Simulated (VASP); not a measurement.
# HfSiO4 (F-43m) in VASP: a series of runs

The runs below take HfSiO4 through single point, relaxation of cell and atoms, with PBEsol, r2SCAN+rVV10.

Everything below comes from runs of VASP 6.6.1. Logs are shortened: lines on timing, memory, paths and dates and some standing lists are left out, and cuts for length are marked.

### Step 1. The cell of the first run

The structure is cubic, space group F-43m (No. 216). The conventional cell has a = 6.224 Å, b = 6.224 Å, c = 6.224 Å, α = 90.00°, β = 90.00°, γ = 90.00°. Hf (site symmetry -43m) has 12 O at 2.58 Å and 4 Si at 2.70 Å within 3.4 Å. Si (site symmetry -43m) has 12 O at 2.58 Å and 4 Hf at 2.70 Å within 3.4 Å. Within 2.9 Å of O (site symmetry 3m) lie 6 O at 2.18 to 2.22 Å and 3 Hf at 2.58 Å and 3 Si at 2.58 Å.

### Step 2. Single point, PBEsol

INCAR reads:

```
PREC     = Accurate       # precision mode
ENCUT    = 520            # plane-wave cutoff, eV
EDIFF    = 1E-6           # SCF threshold, eV
ISMEAR   = -1             # smearing method
SIGMA    = 0.03           # smearing width, eV
LREAL    = False          # projectors in reciprocal space
LASPH    = True           # aspherical terms in the spheres
NELM     = 60             # most SCF steps
ALGO     = Normal         # electronic algorithm
ISIF     = 2              # what is computed and relaxed
LWAVE    = False          # write WAVECAR
LCHARG   = False          # write CHGCAR
GGA      = PS             # functional
NBANDS   = 28             # bands
```

KPOINTS reads:

```
regular mesh
0
Gamma
  6 6 6
```

POSCAR reads:

```
HfSiO4
1.0
    0.0000000000      3.1120493227      3.1120493227
    3.1120493227      0.0000000000      3.1120493227
    3.1120493227      3.1120493227      0.0000000000
Hf Si O
1 1 4
Direct
    0.2500000000      0.2500000000      0.2500000000
    0.0000000000      0.0000000000      0.0000000000
    0.6238527094      0.6238527094      0.6238527094
    0.6238527094      0.6238527094      0.1284418717
    0.6238527094      0.1284418717      0.6238527094
    0.1284418717      0.6238527094      0.6238527094
```

Potentials or basis: VASP PAW PBE potentials, release 64 (Hf_pv, Si, O).

The run is started by

```console
$ cat potpaw_PBE.64/Hf_pv/POTCAR potpaw_PBE.64/Si/POTCAR potpaw_PBE.64/O/POTCAR > POTCAR
$ mpirun -np 1 vasp_std > vasp.out
```

OUTCAR:

```text
PREC = Accurate
   ENCUT = 520
   EDIFF = 1E-6
   ISMEAR = -1
   LREAL = False
   LASPH = True
   NELM = 60
   ISIF = 2
   GGA = PS

 ion  position               nearest neighbor table
   1  0.250  0.250  0.250-   5 2.58   6 2.58   4 2.58   3 2.58   3 2.58   3 2.58   5 2.58   4 2.58
                             6 2.58   6 2.58   4 2.58   5 2.58   2 2.70   2 2.70   2 2.70   2 2.70
   2  0.000  0.000  0.000-   1 2.70   1 2.70   1 2.70   1 2.70
   3  0.624  0.624  0.624-   1 2.58   1 2.58   1 2.58
   4  0.624  0.624  0.128-   1 2.58   1 2.58   1 2.58
   5  0.624  0.128  0.624-   1 2.58   1 2.58   1 2.58
   6  0.128  0.624  0.624-   1 2.58   1 2.58   1 2.58

  LATTYP: Found a face centered cubic cell.
 ALAT       =     6.2240986454

  Lattice vectors:

 A1 = (   0.0000000000,   3.1120493227,   3.1120493227)
 A2 = (   3.1120493227,   0.0000000000,   3.1120493227)
 A3 = (   3.1120493227,   3.1120493227,   0.0000000000)

Analysis of symmetry for initial positions (statically):
=====================================================================
 Subroutine PRICEL returns:
 Original cell was already a primitive cell.

 Routine SETGRP: Setting up the symmetry group for a
 face centered cubic supercell.

 Subroutine GETGRP returns: Found 24 space group operations
 (whereof 24 operations were pure point group operations)
 out of a pool of 48 trial point group operations.

The static configuration has the point symmetry T_d .

Analysis of symmetry for dynamics (positions and initial velocities):
=====================================================================
 Subroutine PRICEL returns:
 Original cell was already a primitive cell.

 Routine SETGRP: Setting up the symmetry group for a
 face centered cubic supercell.

 Subroutine GETGRP returns: Found 24 space group operations
 (whereof 24 operations were pure point group operations)
 out of a pool of 48 trial point group operations.

The dynamic configuration has the point symmetry T_d .

 Subroutine INISYM returns: Found 24 space group operations
 (whereof 24 operations are pure point group operations),
 and found     1 'primitive' translations

----------------------------------------------------------------------------------------

                                     Primitive cell

  volume of cell :      60.2795

  direct lattice vectors                    reciprocal lattice vectors
     0.000000000  3.112049323  3.112049323    -0.160665834  0.160665834  0.160665834
     3.112049323  0.000000000  3.112049323     0.160665834 -0.160665834  0.160665834
     3.112049323  3.112049323  0.000000000     0.160665834  0.160665834 -0.160665834

  length of vectors
     4.401102359  4.401102359  4.401102359     0.278281388  0.278281388  0.278281388

  position of ions in fractional coordinates (direct lattice)
     0.250000000  0.250000000  0.250000000
     0.000000000  0.000000000  0.000000000
     0.623852709  0.623852709  0.623852709
     0.623852709  0.623852709  0.128441872
     0.623852709  0.128441872  0.623852709
     0.128441872  0.623852709  0.623852709

  ion indices of the primitive-cell ions
   primitive index   ion index
                 1           1
                 2           2
                 3           3
                 4           4
                 5           5
                 6           6

----------------------------------------------------------------------------------------

 KPOINTS: regular mesh

Automatic generation of k-mesh.
 Grid dimensions read from file:
 generate k-points for:    6    6    6

 Generating k-lattice:

  Cartesian coordinates                     Fractional coordinates (reciprocal lattice)
    -0.026777639  0.026777639  0.026777639     0.166666667  0.000000000  0.000000000
     0.026777639 -0.026777639  0.026777639     0.000000000  0.166666667  0.000000000
     0.026777639  0.026777639 -0.026777639     0.000000000  0.000000000  0.166666667

  Length of vectors
     0.046380231  0.046380231  0.046380231

  Shift w.r.t. Gamma in fractional coordinates (k-lattice)
     0.000000000  0.000000000  0.000000000

 Subroutine IBZKPT returns following result:
 ===========================================

 Found     16 irreducible k-points:

 Following reciprocal coordinates:
            Coordinates               Weight
  0.000000  0.000000  0.000000      1.000000
  0.166667  0.000000  0.000000      8.000000
  0.333333  0.000000  0.000000      8.000000
  0.500000  0.000000  0.000000      4.000000
  0.166667  0.166667  0.000000      6.000000
  0.333333  0.166667  0.000000     24.000000
[... 8 lines left out ...]
 -0.333333  0.333333  0.166667     24.000000
 -0.333333  0.500000  0.166667     12.000000
   k-points           NKPTS =     16   k-points in BZ     NKDIM =     16   number of bands    NBANDS=     28
   number of dos      NEDOS =    301   number of ions     NIONS =      6
   total plane-waves  NPLWV =  46656
   dimension x,y,z NGX =    36 NGY =   36 NGZ =   36
   dimension x,y,z NGXF=    72 NGYF=   72 NGZF=   72
   ions per type =               1   1   4
   NGX,Y,Z   is equivalent  to a cutoff of  13.60, 13.60, 13.60 a.u.
   NGXF,Y,Z  is equivalent  to a cutoff of  27.20, 27.20, 27.20 a.u.
 SYSTEM =  unknown system
   PREC   = accura    normal or accurate (medium, high low for compatibility)
   ISTART =      0    job   : 0-new  1-cont  2-samecut
   ICHARG =      2    charge: 1-file 2-atom 10-const
   ISPIN  =      1    spin polarized calculation?
   LNONCOLLINEAR =      F non collinear calculations
   LSORBIT =      F    spin-orbit coupling
   LASPH  =      T    aspherical Exc in radial PAW
   ENCUT  =  520.0 eV  38.22 Ry    6.18 a.u.   8.18  8.18  8.18*2*pi/ulx,y,z
   NELM   =     60;   NELMIN=  2; NELMDL= -5     # of ELM steps
   EDIFF  = 0.1E-05   stopping-criterion for ELM
   LREAL  =      F    real-space projection
   EDIFFG = 0.1E-04   stopping-criterion for IOM
   NSW    =      0    number of steps for IOM
   IBRION =     -1    ionic relax: 0-MD 1-quasi-New 2-CG
   NFREE  =      0    steps in history (QN), initial steepest desc. (CG)
   ISIF   =      2    stress and relaxation
   ISYM   =      2    0-nonsym 1-usesym 2-fastsym
   POTIM  = 0.5000    time-step for ionic-motion
   TEBEG  =    0.0;   TEEND  =   0.0 temperature during run
   PSTRESS=    0.0 pullay stress
   NELECT =      38.0000    total number of electrons
   NUPDOWN=      -1.0000    fix difference up-down
   EMIN   =  10.00;   EMAX   =-10.00  energy-range for DOS
   EFERMI =   0.00;   METHOD = LEGACY
   ISMEAR =    -1;   SIGMA  =   0.03  broadening in eV -4-tet -1-fermi 0-gaus
   EFERMI_NEDOS =   21; number of points for ismear=-14 and -15
   IALGO  =     38    algorithm
   IMIX   =      4    mixing-type and parameters
     AMIX     =   0.40;   BMIX     =  1.00
     AMIX_MAG =   1.60;   BMIX_MAG =  1.00
  volume/ion in A,a.u.               =      10.05        67.80
  Fermi-wavevector in a.u.,A,eV,Ry     =   1.403717  2.652640 26.809211  1.970421
  Thomas-Fermi vector in A             =   2.526351
   LORBIT       =      0    0 simple, 1 ext, 2 COOP (PROOUT), +10 PAW based schemes
   GGA     = PS    functional components
   LHFCALC =     F    Hartree Fock is set to
   AEXX    =    0.0000 exact exchange contribution
   IVDW    =     0    specifies the selected vdW correction
   LEPSILON=     F    determine dielectric tensor
   LRPA    =     F    only Hartree local field effects (RPA)
 non-spin polarized calculation
  energy-cutoff  :      520.00
  volume of cell :       60.28
 maximum number of plane-waves:      1640
 NGX is ok and might be reduce to    36
   NGX = 17   NGY = 17   NGZ = 17

 number of electron      38.0000001 magnetization

 Free energy of the ion-electron system (eV)
  ---------------------------------------------------
  ext. energy  EPLUGINS =         0.00000000
  ---------------------------------------------------
  free energy    TOTEN  =       -35.64119905 eV

  energy without entropy =      -35.61945899  energy(sigma->0) =      -35.63032902

 E-fermi :   6.5905     XC(G=0): -12.4014

 val. band max:        6.5903612880   @ k =   0.1667   0.0000   0.0000
 cond. band min:       6.6089548184   @ k =  -0.3333   0.3333   0.1667
 fundamental gap:      0.0185935303
 Fermi energy:         6.5905319407

 k-point     1 :       0.0000    0.0000    0.0000
  band No.  band energies     occupation
      1     -25.1837      2.00000
      2     -25.1837      2.00000
      3     -25.1837      2.00000
      4     -14.3289      2.00000
      5     -10.2589      2.00000
      6     -10.2589      2.00000
[... 20 lines left out ...]
     27      12.4948      0.00000
     28      12.4948      0.00000

 k-point     2 :       0.1667    0.0000    0.0000
  band No.  band energies     occupation
      1     -25.1970      2.00000
      2     -25.1851      2.00000
      3     -25.1851      2.00000
      4     -14.1391      2.00000
      5     -10.5717      2.00000
      6     -10.2830      2.00000
[... 20 lines left out ...]
     27      12.6428      0.00000
     28      12.6428      0.00000

 k-point     3 :       0.3333    0.0000    0.0000
  band No.  band energies     occupation
      1     -25.2235      2.00000
      2     -25.1880      2.00000
      3     -25.1880      2.00000
      4     -13.6521      2.00000
      5     -11.2812      2.00000
      6     -10.3314      2.00000
[... 20 lines left out ...]
     27      12.9223      0.00000
     28      12.9223      0.00000

 k-point     4 :       0.5000    0.0000    0.0000
  band No.  band energies     occupation
      1     -25.2365      2.00000
      2     -25.1895      2.00000
      3     -25.1895      2.00000
      4     -13.2771      2.00000
      5     -11.7566      2.00000
      6     -10.3552      2.00000
[... 330 lines left out ...]
     27      12.1679      0.00000
     28      12.6566      0.00000

 k-point    15 :      -0.3333    0.3333    0.1667
  band No.  band energies     occupation
      1     -25.2242      2.00000
      2     -25.2092      2.00000
      3     -25.1969      2.00000
      4     -12.9012      2.00000
      5     -12.0816      2.00000
      6     -10.4853      2.00000
[... 20 lines left out ...]
     27      11.7330      0.00000
     28      12.6876      0.00000

 k-point    16 :      -0.3333    0.5000    0.1667
  band No.  band energies     occupation
      1     -25.2246      2.00000
      2     -25.2085      2.00000
      3     -25.2019      2.00000
      4     -12.5626      2.00000
      5     -12.4470      2.00000
      6     -10.4600      2.00000
[... 20 lines left out ...]
     27      11.8267      0.00000
     28      12.6025      0.00000

------------------------ aborting loop because EDIFF is reached ----------------------------------------

  FORCE on cell =-STRESS in cart. coord.  units (eV):
  Direction    XX          YY          ZZ          XY          YZ          ZX
  --------------------------------------------------------------------------------------
  -------------------------------------------------------------------------------------
  Total       -0.4255487     -0.4255487     -0.4255487      0.0000000      0.0000000      0.0000000
  in kB      -11.3107255    -11.3107255    -11.3107255      0.0000000      0.0000000      0.0000000
  external PRESSURE =     -11.3107255 kB  Pullay stress =       0.0000000 kB

 VOLUME and BASIS-vectors are now :
 -----------------------------------------------------------------------------
  energy-cutoff  :      520.00
  volume of cell :       60.28
      direct lattice vectors                 reciprocal lattice vectors
     0.000000000  3.112049323  3.112049323    -0.160665834  0.160665834  0.160665834
     3.112049323  0.000000000  3.112049323     0.160665834 -0.160665834  0.160665834
     3.112049323  3.112049323  0.000000000     0.160665834  0.160665834 -0.160665834

 POSITION                                       TOTAL-FORCE (eV/Angst)
 -----------------------------------------------------------------------------------
      1.55602      1.55602      1.55602        -0.000000     -0.000000     -0.000000
      0.00000      0.00000      0.00000        -0.000000     -0.000000     -0.000000
      3.88292      3.88292      3.88292        -0.007255     -0.007255     -0.007255
      2.34118      2.34118      3.88292         0.007255      0.007255     -0.007255
      2.34118      3.88292      2.34118         0.007255     -0.007255      0.007255
      3.88292      2.34118      2.34118        -0.007255      0.007255      0.007255
 -----------------------------------------------------------------------------------
    total drift:                                0.000001      0.000001      0.000001

  FREE ENERGIE OF THE ION-ELECTRON SYSTEM (eV)
  ---------------------------------------------------
  free  energy   TOTEN  =       -35.6411990487 eV

  energy  without entropy=      -35.6194589914  energy(sigma->0) =      -35.63032902
```

It took 35 s on 1 thread of Intel Xeon Platinum 8375C at 2.90GHz (Ice Lake), shared host; peak memory 0.21 GiB.

Results:

```
Free energy            : -35.6412 eV
Pressure               : -1.1 GPa
Largest force          : 0.013 eV/Å
Band gap on the k mesh : zero (band 19 reaches 7.07 eV, above the bottom of band 20 at 6.28 eV)
```

Forces in eV/Å, atoms in the order of the input:
```
Hf   0.000  0.000  0.000
Si   0.000  0.000  0.000
O   -0.007 -0.007 -0.007
O    0.007  0.007 -0.007
O    0.007 -0.007  0.007
O   -0.007  0.007  0.007
```

Levels at points of the mesh, in eV from the Fermi level:
| k point | band 15 | band 16 | band 17 | band 18 | band 19 | band 20 | band 21 | band 22 | band 23 | band 24 |
| --- | --- | --- | --- | --- | --- | --- | --- | --- | --- | --- |
| (0.00, 0.00, 0.00) | -0.50 | -0.50 | -0.50 | -0.31 | -0.31 | -0.31 | 1.04 | 1.04 | 1.04 | 4.42 |
| (0.50, 0.00, 0.00) | -3.22 | -3.07 | -2.37 | -0.46 | 0.48 | 0.48 | 0.77 | 1.15 | 1.15 | 3.49 |
| (0.50, 0.50, 0.00) | -3.11 | -2.92 | -2.92 | -1.31 | 0.06 | 0.06 | 0.44 | 0.44 | 0.78 | 3.60 |

Caveat: the PAW data sets were made with another functional, which shifts forces and pressure a little; spin-orbit coupling is left out, which moves the levels of the heavy elements.

[end of part 1 of 2]
